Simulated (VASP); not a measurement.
# AlRu (Amm2) in VASP: single point with PBE

Aim: the single point of AlRu with PBE.

All numbers are computed with VASP 6.6.1; they aren't measurements. Logs are shortened: lines on timing, memory, paths and dates and some standing lists are left out, and cuts for length are marked.

## Step 1: The cell of the first run

It takes space group Amm2 (No. 38, orthorhombic). Conventional cell: a = 2.992 Å, b = 4.231 Å, c = 4.231 Å, α = 90.00°, β = 90.00°, γ = 90.00°. Within 3.2 Å of Al (site symmetry mm2) lie 8 Ru at 2.42 to 2.77 Å and 6 Al at 2.99 Å. Ru (site symmetry mm2) has 8 Al at 2.42 to 2.77 Å and 6 Ru at 2.99 Å within 3.2 Å.

## Step 2: Single point, PBE (atom 2 (Ru) moved by (-0.150, -0.150) A along y and z)

File INCAR:

```
ALGO = Fast
EDIFF = 1E-6
ENCUT = 520
GGA = PE
ISIF = 2
ISMEAR = 0
LASPH = T
LCHARG = F
LREAL = F
LWAVE = F
NBANDS = 16
NELM = 60
PREC = Accurate
SIGMA = 0.15
```

File KPOINTS:

```
k-points
0
Gamma
  16 16 16
```

File POSCAR:

```
AlRu
1.0
    2.9916000000      0.0000000000      0.0000000000
    0.0000000000      2.9916000000      0.0000000000
    0.0000000000      0.0000000000      2.9916000000
Al Ru
1 1
Direct
    0.0000000000      0.0000000000      0.0000000000
    0.5000000000      0.4498596069      0.4498596069
```

Potentials or basis: VASP PAW PBE potentials, release 64 (Al, Ru_pv).

The run is started by

```console
cat potpaw_PBE.64/Al/POTCAR potpaw_PBE.64/Ru_pv/POTCAR > POTCAR
mpirun -np 1 vasp_std > vasp.out
```

OUTCAR:

```text
EDIFF = 1E-6
   ENCUT = 520
   GGA = PE
   ISIF = 2
   ISMEAR = 0
   LASPH = T
   LREAL = F
   NELM = 60
   PREC = Accurate

 ion  position               nearest neighbor table
   1  0.000  0.000  0.000-   2 2.42   2 2.42   2 2.60   2 2.60   2 2.60   2 2.60   2 2.77   2 2.77

   2  0.500  0.450  0.450-   1 2.42   1 2.42   1 2.60   1 2.60   1 2.60   1 2.60   1 2.77   1 2.77

  LATTYP: Found a simple cubic cell.
 ALAT       =     2.9916000000

  Lattice vectors:

 A1 = (   2.9916000000,   0.0000000000,   0.0000000000)
 A2 = (   0.0000000000,   2.9916000000,   0.0000000000)
 A3 = (   0.0000000000,   0.0000000000,   2.9916000000)

Analysis of symmetry for initial positions (statically):
=====================================================================
 Subroutine PRICEL returns:
 Original cell was already a primitive cell.

 Routine SETGRP: Setting up the symmetry group for a
 simple cubic supercell.

 Subroutine GETGRP returns: Found  4 space group operations
 (whereof  4 operations were pure point group operations)
 out of a pool of 48 trial point group operations.

The static configuration has the point symmetry C_2v.

Analysis of symmetry for dynamics (positions and initial velocities):
=====================================================================
 Subroutine PRICEL returns:
 Original cell was already a primitive cell.

 Routine SETGRP: Setting up the symmetry group for a
 simple cubic supercell.

 Subroutine GETGRP returns: Found  4 space group operations
 (whereof  4 operations were pure point group operations)
 out of a pool of 48 trial point group operations.

The dynamic configuration has the point symmetry C_2v.

 Subroutine INISYM returns: Found  4 space group operations
 (whereof  4 operations are pure point group operations),
 and found     1 'primitive' translations

----------------------------------------------------------------------------------------

                                     Primitive cell

  volume of cell :      26.7738

  direct lattice vectors                    reciprocal lattice vectors
     2.991600000  0.000000000  0.000000000     0.334269287  0.000000000  0.000000000
     0.000000000  2.991600000  0.000000000     0.000000000  0.334269287  0.000000000
     0.000000000  0.000000000  2.991600000     0.000000000  0.000000000  0.334269287

  length of vectors
     2.991600000  2.991600000  2.991600000     0.334269287  0.334269287  0.334269287

  position of ions in fractional coordinates (direct lattice)
     0.000000000  0.000000000  0.000000000
     0.500000000  0.449859607  0.449859607

  ion indices of the primitive-cell ions
   primitive index   ion index
                 1           1
                 2           2

----------------------------------------------------------------------------------------

 KPOINTS: k-points

Automatic generation of k-mesh.
 Grid dimensions read from file:
 generate k-points for:   16   16   16

 Generating k-lattice:

  Cartesian coordinates                     Fractional coordinates (reciprocal lattice)
     0.020891830  0.000000000  0.000000000     0.062500000  0.000000000  0.000000000
     0.000000000  0.020891830  0.000000000     0.000000000  0.062500000  0.000000000
     0.000000000  0.000000000  0.020891830     0.000000000  0.000000000  0.062500000

  Length of vectors
     0.020891830  0.020891830  0.020891830

  Shift w.r.t. Gamma in fractional coordinates (k-lattice)
     0.000000000  0.000000000  0.000000000

 Subroutine IBZKPT returns following result:
 ===========================================

 Found    657 irreducible k-points:

 Following reciprocal coordinates:
            Coordinates               Weight
  0.000000  0.000000  0.000000      1.000000
  0.062500  0.000000  0.000000      2.000000
  0.000000  0.062500  0.000000      4.000000
  0.125000  0.000000  0.000000      2.000000
  0.000000  0.125000  0.000000      4.000000
  0.187500  0.000000  0.000000      2.000000
[... 16 lines left out ...]
  0.062500  0.000000  0.125000      8.000000
  0.000000 -0.125000  0.062500      4.000000
 [... further k-points ...]
   k-points           NKPTS =    657   k-points in BZ     NKDIM =    657   number of bands    NBANDS=     16
   number of dos      NEDOS =    301   number of ions     NIONS =      2
   total plane-waves  NPLWV =  13824
   dimension x,y,z NGX =    24 NGY =   24 NGZ =   24
   dimension x,y,z NGXF=    48 NGYF=   48 NGZF=   48
   ions per type =               1   1
   NGX,Y,Z   is equivalent  to a cutoff of  13.34, 13.34, 13.34 a.u.
   NGXF,Y,Z  is equivalent  to a cutoff of  26.67, 26.67, 26.67 a.u.
 SYSTEM =  unknown system
   PREC   = accura    normal or accurate (medium, high low for compatibility)
   ISTART =      0    job   : 0-new  1-cont  2-samecut
   ICHARG =      2    charge: 1-file 2-atom 10-const
   ISPIN  =      1    spin polarized calculation?
   LNONCOLLINEAR =      F non collinear calculations
   LSORBIT =      F    spin-orbit coupling
   LASPH  =      T    aspherical Exc in radial PAW
   ENCUT  =  520.0 eV  38.22 Ry    6.18 a.u.   5.56  5.56  5.56*2*pi/ulx,y,z
   NELM   =     60;   NELMIN=  2; NELMDL= -5     # of ELM steps
   EDIFF  = 0.1E-05   stopping-criterion for ELM
   LREAL  =      F    real-space projection
   EDIFFG = 0.1E-04   stopping-criterion for IOM
   NSW    =      0    number of steps for IOM
   IBRION =     -1    ionic relax: 0-MD 1-quasi-New 2-CG
   NFREE  =      0    steps in history (QN), initial steepest desc. (CG)
   ISIF   =      2    stress and relaxation
   ISYM   =      2    0-nonsym 1-usesym 2-fastsym
   POTIM  = 0.5000    time-step for ionic-motion
   TEBEG  =    0.0;   TEEND  =   0.0 temperature during run
   PSTRESS=    0.0 pullay stress
   NELECT =      17.0000    total number of electrons
   NUPDOWN=      -1.0000    fix difference up-down
   EMIN   =  10.00;   EMAX   =-10.00  energy-range for DOS
   EFERMI =   0.00;   METHOD = LEGACY
   ISMEAR =     0;   SIGMA  =   0.15  broadening in eV -4-tet -1-fermi 0-gaus
   EFERMI_NEDOS =   21; number of points for ismear=-14 and -15
   IALGO  =     68    algorithm
   IMIX   =      4    mixing-type and parameters
     AMIX     =   0.40;   BMIX     =  1.00
     AMIX_MAG =   1.60;   BMIX_MAG =  1.00
  volume/ion in A,a.u.               =      13.39        90.34
  Fermi-wavevector in a.u.,A,eV,Ry     =   1.407087  2.659009 26.938090  1.979894
  Thomas-Fermi vector in A             =   2.529382
   LORBIT       =      0    0 simple, 1 ext, 2 COOP (PROOUT), +10 PAW based schemes
   GGA     = PE    functional components
   LHFCALC =     F    Hartree Fock is set to
   AEXX    =    0.0000 exact exchange contribution
   IVDW    =     0    specifies the selected vdW correction
   LEPSILON=     F    determine dielectric tensor
   LRPA    =     F    only Hartree local field effects (RPA)
 non-spin polarized calculation
 RMM-DIIS sequential band-by-band and
 Gauss-broadening in eV      SIGMA  =   0.15
  energy-cutoff  :      520.00
  volume of cell :       26.77
 maximum number of plane-waves:       739
 NGX is ok and might be reduce to    24
   NGX = 11   NGY = 11   NGZ = 11

 number of electron      17.0000001 magnetization

 Free energy of the ion-electron system (eV)
  ---------------------------------------------------
  ext. energy  EPLUGINS =         0.00000000
  ---------------------------------------------------
  free energy    TOTEN  =       -14.08283943 eV

  energy without entropy =      -14.06361129  energy(sigma->0) =      -14.07322536

 E-fermi :  10.7047     XC(G=0): -12.5521

 val. band max:       10.7045465457   @ k =  -0.4375  -0.2500   0.1875
 cond. band min:      10.7049694171   @ k =  -0.1875  -0.4375   0.2500
 fundamental gap:      0.0004228713
 Fermi energy:        10.7046524538

 k-point     1 :       0.0000    0.0000    0.0000
  band No.  band energies     occupation
      1     -31.0564      2.00000
      2     -31.0559      2.00000
      3     -31.0467      2.00000
      4       1.0566      2.00000
      5       7.0889      2.00000
      6       7.1081      2.00000
[... 8 lines left out ...]
     15      22.8700      0.00000
     16      25.5145      0.00000

 k-point     2 :       0.0625    0.0000    0.0000
  band No.  band energies     occupation
      1     -31.0641      2.00000
      2     -31.0557      2.00000
      3     -31.0460      2.00000
      4       1.1321      2.00000
      5       7.1169      2.00000
      6       7.1342      2.00000
[... 8 lines left out ...]
     15      22.8703      0.00000
     16      25.7566      0.00000

 k-point     3 :       0.0000    0.0625    0.0000
  band No.  band energies     occupation
      1     -31.0618      2.00000
      2     -31.0552      2.00000
      3     -31.0487      2.00000
      4       1.1316      2.00000
      5       7.1149      2.00000
      6       7.1354      2.00000
[... 8 lines left out ...]
     15      22.8703      0.00000
     16      25.7416      0.00000

 k-point     4 :       0.1250    0.0000    0.0000
  band No.  band energies     occupation
      1     -31.0872      2.00000
      2     -31.0538      2.00000
      3     -31.0441      2.00000
      4       1.3559      2.00000
      5       7.1849      2.00000
      6       7.2099      2.00000
[... 8 lines left out ...]
     15      22.8717      0.00000
     16      26.5063      0.00000
[... 324 lines left out ...]
 k-point    22 :       0.0000    0.1250    0.0625
  band No.  band energies     occupation
      1     -31.0831      2.00000
      2     -31.0558      2.00000
      3     -31.0526      2.00000
      4       1.4276      2.00000
      5       7.2092      2.00000
      6       7.2397      2.00000
[... 8 lines left out ...]
     15      22.8720      0.00000
     16      26.5290      0.00000

 k-point    23 :       0.0625    0.0000    0.1250
  band No.  band energies     occupation
      1     -31.0826      2.00000
      2     -31.0614      2.00000
      3     -31.0475      2.00000
      4       1.4278      2.00000
      5       7.2201      2.00000
      6       7.2295      2.00000
[... 8 lines left out ...]
     15      22.8720      0.00000
     16      26.6032      0.00000

 k-point    24 :       0.0000   -0.1250    0.0625
  band No.  band energies     occupation
      1     -31.0826      2.00000
      2     -31.0562      2.00000
      3     -31.0526      2.00000
      4       1.4270      2.00000
      5       7.2074      2.00000
      6       7.2410      2.00000
[... 8 lines left out ...]
     15      22.8719      0.00000
     16      26.6503      0.00000

 [... further k-points ...]
[... 5 lines left out ...]
  --------------------------------------------------------------------------------------
  -------------------------------------------------------------------------------------
  Total        1.2444003      0.9136252      0.9136252      0.0000000      0.5864855      0.0000000
  in kB       74.4663588     54.6723922     54.6723922      0.0000000     35.0959751      0.0000000
  external PRESSURE =      61.2703811 kB  Pullay stress =       0.0000000 kB

 VOLUME and BASIS-vectors are now :
 -----------------------------------------------------------------------------
  energy-cutoff  :      520.00
  volume of cell :       26.77
      direct lattice vectors                 reciprocal lattice vectors
     2.991600000  0.000000000  0.000000000     0.334269287  0.000000000  0.000000000
     0.000000000  2.991600000  0.000000000     0.000000000  0.334269287  0.000000000
     0.000000000  0.000000000  2.991600000     0.000000000  0.000000000  0.334269287

 POSITION                                       TOTAL-FORCE (eV/Angst)
 -----------------------------------------------------------------------------------
      0.00000      0.00000      0.00000         0.000000     -1.246583     -1.246583
      1.49580      1.34580      1.34580         0.000000      1.246583      1.246583
 -----------------------------------------------------------------------------------
    total drift:                                0.000000     -0.000414     -0.000415

  FREE ENERGIE OF THE ION-ELECTRON SYSTEM (eV)
  ---------------------------------------------------
  free  energy   TOTEN  =       -14.0828394292 eV

  energy  without entropy=      -14.0636112906  energy(sigma->0) =      -14.07322536
```

Run time: 2.9 min. Hardware: 1 thread of AMD EPYC 7R43 (Zen 3), shared host; peak memory 0.33 GiB.

What came out:

* Free energy: -14.0828 eV
* Pressure: 6.1 GPa
* Largest force: 1.763 eV/Å

Forces in eV/Å, atoms in the order of the input:
```
Al   0.000 -1.247 -1.247
Ru   0.000  1.247  1.247
```

Caveat: the cell differs from its parent crystal (atom 2 (Ru) moved by (-0.150, -0.150) A along y and z); forces of over 1 eV/Å act on the atoms, so gaps and moduli don't describe the material at rest.
